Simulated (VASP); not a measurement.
Input of a VASP 6.6.1 run:

The input INCAR:

```
ALGO = Normal
EDIFF = 1E-7
ENCUT = 520
GGA = PS
ISIF = 2
ISMEAR = -1
LASPH = True
LCHARG = False
LREAL = False
LWAVE = False
NBANDS = 24
NELM = 100
PREC = Accurate
SIGMA = 0.05
```

KPOINTS

```
k-points
0
Gamma
  7 7 7
```

File POSCAR:

```
KMgF3
1.0
    3.7554477465      0.0000000000      0.0000000000
    0.0000000000      3.7554477465      0.0000000000
    0.0000000000      0.0000000000      3.7554477465
K Mg F
1 1 3
Direct
    0.5000000000      0.5000000000      0.5000000000
    0.0000000000      0.0000000000      0.0000000000
    0.0000000000      0.0000000000      0.5000000000
    0.0000000000      0.5000000000      0.0000000000
    0.5000000000      0.0000000000      0.0000000000
```

Potentials or basis: VASP PAW PBE potentials, release 64 (K_sv, Mg, F).

Command:

```bash
$ cat potpaw_PBE.64/K_sv/POTCAR potpaw_PBE.64/Mg/POTCAR potpaw_PBE.64/F/POTCAR > POTCAR
$ mpirun -np 1 vasp_std > vasp.out
```

**Question.** Estimate the band gap on the k mesh.

**Answer.** 8.64 eV (least direct gap 8.90 eV).

**Question.** What does it give for the pressure?

**Answer.** 19.9 GPa.

Caveat: the cell stands under pressure; the PAW data sets were made with another functional, which shifts forces and pressure a little; an odd mesh through Γ misses points on the zone boundary, where band edges can lie.
